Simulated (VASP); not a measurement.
# Cr (Im-3m) in VASP: single point with r2SCAN

Aim: the single point of Cr with r2SCAN.

Everything below comes from runs of VASP 6.6.1. Logs are shortened: lines on timing, memory, paths and dates and some standing lists are left out, and cuts for length are marked.

### Step 1. The cell of the first run

The structure is cubic, space group Im-3m (No. 229). The conventional cell has a = 2.829 Å, b = 2.829 Å, c = 2.829 Å, α = 90.00°, β = 90.00°, γ = 90.00°. Cr (site symmetry m-3m) has 14 Cr at 2.45 to 2.83 Å within 3.2 Å.

### Step 2. Single point, r2SCAN, collinear spin, ferromagnetic start

The input, POSCAR:

```
Cr
1.0
   -1.4147364238      1.4147364238      1.4147364238
    1.4147364238     -1.4147364238      1.4147364238
    1.4147364238      1.4147364238     -1.4147364238
Cr
1
Direct
    0.0000000000      0.0000000000      0.0000000000
```

The input, INCAR.step1:

```
SYSTEM = Cr
  PREC = Accurate
  ENCUT = 520
  ISMEAR = -1
  SIGMA = 0.08
  LREAL = .FALSE.
  LASPH = .TRUE.
  NELM = 150
  ISPIN = 2
  MAGMOM = 2
  LMAXMIX = 4
  NBANDS = 16
  GGA = PE
  ALGO = Normal
  EDIFF = 1E-4
  LWAVE = .TRUE.
  LCHARG = .FALSE.
```

The input, INCAR.step2:

```
SYSTEM = Cr
  PREC = Accurate
  ENCUT = 520
  EDIFF = 1E-7
  ISMEAR = -1
  SIGMA = 0.08
  LREAL = .FALSE.
  LASPH = .TRUE.
  NELM = 150
  ALGO = Normal
  ISIF = 2
  LWAVE = .FALSE.
  LCHARG = .TRUE.
  ISPIN = 2
  MAGMOM = 2
  LORBIT = 11
  LMAXMIX = 4
  METAGGA = R2SCAN
  LMIXTAU = .TRUE.
  LELF = .TRUE.
  LVHAR = .TRUE.
  NBANDS = 16
  ISTART = 1
```

The input, KPOINTS:

```
regular mesh
0
G
  20 20 20
  0 0 0
```

Potentials or basis: VASP PAW PBE potentials, release 64 (Cr_pv).

The run is started by

```sh
> cat potpaw_PBE.64/Cr_pv/POTCAR > POTCAR
> cp INCAR.step1 INCAR
> mpirun -np 1 vasp_std > vasp.out
> cp INCAR.step2 INCAR
> mpirun -np 1 vasp_std > vasp.out
```

OUTCAR:

```text
SYSTEM = Cr
   PREC = Accurate
   ENCUT = 520
   EDIFF = 1E-7
   ISMEAR = -1
   LREAL = .FALSE.
   LASPH = .TRUE.
   NELM = 150
   ISIF = 2
   ISPIN = 2
   LORBIT = 11
   METAGGA = R2SCAN
   ISTART = 1

 ion  position               nearest neighbor table
   1  0.000  0.000  0.000-

  LATTYP: Found a body centered cubic cell.
 ALAT       =     2.8294728476

  Lattice vectors:

 A1 = (  -1.4147364238,   1.4147364238,   1.4147364238)
 A2 = (   1.4147364238,  -1.4147364238,   1.4147364238)
 A3 = (   1.4147364238,   1.4147364238,  -1.4147364238)

Analysis of symmetry for initial positions (statically):
=====================================================================
 Subroutine PRICEL returns:
 Original cell was already a primitive cell.

 Routine SETGRP: Setting up the symmetry group for a
 body centered cubic supercell.

 Subroutine GETGRP returns: Found 48 space group operations
 (whereof 48 operations were pure point group operations)
 out of a pool of 48 trial point group operations.

The static configuration has the point symmetry O_h .

Analysis of symmetry for dynamics (positions and initial velocities):
=====================================================================
 Subroutine PRICEL returns:
 Original cell was already a primitive cell.

 Routine SETGRP: Setting up the symmetry group for a
 body centered cubic supercell.

 Subroutine GETGRP returns: Found 48 space group operations
 (whereof 48 operations were pure point group operations)
 out of a pool of 48 trial point group operations.

The dynamic configuration has the point symmetry O_h .

Analysis of structural, dynamic, and magnetic symmetry:
=====================================================================
 Subroutine PRICEL returns:
 Original cell was already a primitive cell.

 Routine SETGRP: Setting up the symmetry group for a
 body centered cubic supercell.

 Subroutine GETGRP returns: Found 48 space group operations
 (whereof 48 operations were pure point group operations)
 out of a pool of 48 trial point group operations.

The overall configuration has the point symmetry O_h .

 Subroutine INISYM returns: Found 48 space group operations
 (whereof 48 operations are pure point group operations),
 and found     1 'primitive' translations

----------------------------------------------------------------------------------------

[... 103 lines left out ...]
   EMIN   =  10.00;   EMAX   =-10.00  energy-range for DOS
   EFERMI =   0.00;   METHOD = LEGACY
   ISMEAR =    -1;   SIGMA  =   0.08  broadening in eV -4-tet -1-fermi 0-gaus
   EFERMI_NEDOS =   21; number of points for ismear=-14 and -15
   IALGO  =     38    algorithm
   IMIX   =      4    mixing-type and parameters
     AMIX     =   0.40;   BMIX     =  1.00
     AMIX_MAG =   1.60;   BMIX_MAG =  1.00
  volume/ion in A,a.u.               =      11.33        76.43
  Fermi-wavevector in a.u.,A,eV,Ry     =   1.668936  3.153832 37.896957  2.785348
  Thomas-Fermi vector in A             =   2.754696
   LORBIT       =     11    0 simple, 1 ext, 2 COOP (PROOUT), +10 PAW based schemes
   METAGGA = R2SCAN    functional components
   LHFCALC =     F    Hartree Fock is set to
   AEXX    =    0.0000 exact exchange contribution
   IVDW    =     0    specifies the selected vdW correction
   LEPSILON=     F    determine dielectric tensor
   LRPA    =     F    only Hartree local field effects (RPA)
 spin polarized calculation
  energy-cutoff  :      520.00
  volume of cell :       11.33
 maximum number of plane-waves:       321
   NGX =  9   NGY =  9   NGZ =  9

 number of electron      12.0000006 magnetization      -0.0000001

 number of electron      12.0000006 magnetization       0.0000000

 Free energy of the ion-electron system (eV)
  ---------------------------------------------------
  ext. energy  EPLUGINS =         0.00000000
  ---------------------------------------------------
  free energy    TOTEN  =       -14.81376303 eV

  energy without entropy =      -14.80147311  energy(sigma->0) =      -14.80761807

 E-fermi :  11.2047     XC(G=0): -15.1156

 val. band max:       11.1921764293   @ k =  -0.3000   0.3500   0.2000
 cond. band min:      11.2135776257   @ k =   0.1500   0.0500   0.0000
 fundamental gap:      0.0214011964
 Fermi energy:        11.2046558639

 spin component 1

 k-point     1 :       0.0000    0.0000    0.0000
  band No.  band energies     occupation
      1     -33.1092      1.00000
      2     -33.1092      1.00000
      3     -33.1092      1.00000
      4       2.7075      1.00000
      5      10.2106      1.00000
      6      10.2107      1.00000
[... 435 lines left out ...]
      5       9.0779      1.00000
      6       9.6308      1.00000
[... 8 lines left out ...]
     15      42.5333      0.00000
     16      43.8394      0.00000

 [... further k-points ...]

 spin component 2

 k-point     1 :       0.0000    0.0000    0.0000
  band No.  band energies     occupation
      1     -33.1092      1.00000
      2     -33.1092      1.00000
      3     -33.1092      1.00000
      4       2.7075      1.00000
      5      10.2106      1.00000
      6      10.2107      1.00000
[... 435 lines left out ...]
      5       9.0779      1.00000
      6       9.6308      1.00000
[... 8 lines left out ...]
     15      42.5333      0.00000
     16      43.8394      0.00000

 [... further k-points ...]

------------------------ aborting loop because EDIFF is reached ----------------------------------------

  FORCE on cell =-STRESS in cart. coord.  units (eV):
  Direction    XX          YY          ZZ          XY          YZ          ZX
  --------------------------------------------------------------------------------------
  -------------------------------------------------------------------------------------
  Total        0.0435180      0.0435180      0.0435180      0.0000000     -0.0000000      0.0000000
  in kB        6.1559160      6.1559160      6.1559160      0.0000000     -0.0000000      0.0000000
  external PRESSURE =       6.1559160 kB  Pullay stress =       0.0000000 kB

 VOLUME and BASIS-vectors are now :
 -----------------------------------------------------------------------------
  energy-cutoff  :      520.00
  volume of cell :       11.33
      direct lattice vectors                 reciprocal lattice vectors
    -1.414736424  1.414736424  1.414736424     0.000000000  0.353422724  0.353422724
     1.414736424 -1.414736424  1.414736424     0.353422724  0.000000000  0.353422724
     1.414736424  1.414736424 -1.414736424     0.353422724  0.353422724  0.000000000

 POSITION                                       TOTAL-FORCE (eV/Angst)
 -----------------------------------------------------------------------------------
      0.00000      0.00000      0.00000        -0.000000      0.000000      0.000000
 -----------------------------------------------------------------------------------
    total drift:                                0.000000      0.000000      0.000000

  FREE ENERGIE OF THE ION-ELECTRON SYSTEM (eV)
  ---------------------------------------------------
  free  energy   TOTEN  =       -14.8137630264 eV

  energy  without entropy=      -14.8014731094  energy(sigma->0) =      -14.80761807

 total charge

# of ion       s       p       d       tot
------------------------------------------
    1        0.693   6.438   4.191  11.322

 magnetization (x)

# of ion       s       p       d       tot
------------------------------------------
    1        0.000  -0.000   0.000   0.000
```

OUTCAR.step1:

```text
SYSTEM = Cr
   PREC = Accurate
   ENCUT = 520
   ISMEAR = -1
   LREAL = .FALSE.
   LASPH = .TRUE.
[... 1151 lines left out ...]
 -----------------------------------------------------------------------------------
      0.00000      0.00000      0.00000         0.000000      0.000000      0.000000
 -----------------------------------------------------------------------------------
    total drift:                                0.000000      0.000000      0.000000

  FREE ENERGIE OF THE ION-ELECTRON SYSTEM (eV)
  ---------------------------------------------------
  free  energy   TOTEN  =        -9.5210775010 eV

  energy  without entropy=       -9.5069958951  energy(sigma->0) =       -9.51403670
```

It took 2.8 min on 1 thread of Intel Xeon Platinum 8559C (Emerald Rapids), shared host; peak memory 0.18 GiB.

What came out:

```yaml
Free_energy: -14.8138 eV
Pressure: 0.6 GPa
Band_gap_on_the_k_mesh: zero (filled and empty bands overlap)
Net_moment: 0.00 μB per cell
Valence_electrons_inside_the_program's_atomic_spheres: Cr 11.32
```

Levels at points of the mesh, in eV from the Fermi level:
Spin up:
```
           k point  band 2  band 3  band 4  band 5  band 6  band 7  band 8  band 9  band 10  band 11
(0.00, 0.00, 0.00)  -44.31  -44.31   -8.50   -0.99   -0.99   -0.99    1.43    1.43     3.21    23.25
(0.50, 0.00, 0.00)  -44.63  -44.32   -4.77   -2.67    0.99    1.35    1.80    2.97     3.14    10.57
(0.50, 0.50, 0.50)  -45.01  -45.01   -4.54   -4.54    2.56    2.56    2.56    3.14    11.16    11.16
```
Spin down:
```
           k point  band 3  band 4  band 5  band 6  band 7  band 8  band 9  band 10
(0.00, 0.00, 0.00)  -44.31   -8.50   -0.99   -0.99   -0.99    1.43    1.43     3.21
(0.50, 0.00, 0.00)  -44.32   -4.77   -2.67    0.99    1.35    1.80    2.97     3.14
(0.50, 0.50, 0.50)  -45.01   -4.54   -4.54    2.56    2.56    2.56    3.14    11.16
```

Caveat: the starting moments collapsed, and a magnetic state may lie lower; the PAW data sets were made with another functional, which shifts forces and pressure a little.
